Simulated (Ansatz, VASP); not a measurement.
## Two plane-wave programs on BiTe

The input INCAR:

```
SYSTEM = BiTe
ALGO = Normal
EDIFF = 1E-6
EDIFFG = -0.01
ENCUT = 600
GGA = RP
IBRION = 2
ISIF = 3
ISMEAR = -1
IVDW = 13
LASPH = .TRUE.
LCHARG = .FALSE.
LREAL = .FALSE.
LWAVE = .FALSE.
NELM = 100
NSW = 60
PREC = Accurate
SIGMA = 0.05
```

File KPOINTS:

```
k-points
0
G
  7 7 7
  0 0 0
```

Contents of POSCAR:

```
BiTe
1.0
    0.0000000000      3.2350000000      3.2350000000
    3.2350000000      0.0000000000      3.2350000000
    3.2350000000      3.2350000000      0.0000000000
Bi Te
1 1
Direct
    0.0000000000      0.0000000000      0.0000000000
    0.5000000000      0.5000000000      0.5000000000
```

Contents of input.yaml:

```yaml
crystal:
  lattice:
    - [0.0, 3.235, 3.235]
    - [3.235, 0.0, 3.235]
    - [3.235, 3.235, 0.0]
  atoms:
    - { symbol: Bi, position: [0.0, 0.0, 0.0] }
    - { symbol: Te, position: [0.5, 0.5, 0.5] }
hamiltonian:
  xc: rpbe
  pseudopotentials: { kind: paw }
  dispersion: d4
kpoints:
  mp_grid: { grid: [7, 7, 7] }
scf:
  occupations: { method: fermi_dirac, width: 0.05 }
output:
  forces: true
  stress: true
  eigenvalues: true
relax:
  f_tol: 0.01
  max_steps: 40
  cell: { stress_tol: 0.05 }
```

Alike in both runs: task relaxation of cell and atoms; functional RPBE; dispersion D4; k mesh 7 × 7 × 7; occupations fermi-dirac, width 0.05 eV; no spin polarisation.

|  | VASP | Ansatz |
| --- | --- | --- |
| version | VASP 6.6.1 | Ansatz 0.2.0 |
| potentials or method | VASP PAW PBE potentials, release 64 (Bi_d, Te) | Ansatz PAW |
| plane-wave cutoff (eV) | 600 | 420 |
| valence electrons in the cell | 21 | 31 |

|  | VASP | Ansatz | Ansatz less VASP |
| --- | --- | --- | --- |
| gap on the k mesh at the Fermi level, each at its own relaxed structure (eV) | none | none | - |
| relaxed volume (Å³/atom) | 32.43 | 32.45 | +0.020 |
| relaxed cell length with the largest relative difference (Å) | 4.510 | 4.511 | +0.0009 |

VASP's potentials were made for PBE, not for RPBE. A gap of «none» marks a metal or a gap that the smearing closes. VASP's potentials hold 21 valence electrons a cell and Ansatz's 31, so a difference there can come from the potentials and not from the codes.

Neither program's run includes spin-orbit coupling. Noted on Ansatz's run: the plane-wave basis is chosen anew once the cell has moved, so the energies of steps on either side of that aren't comparable.
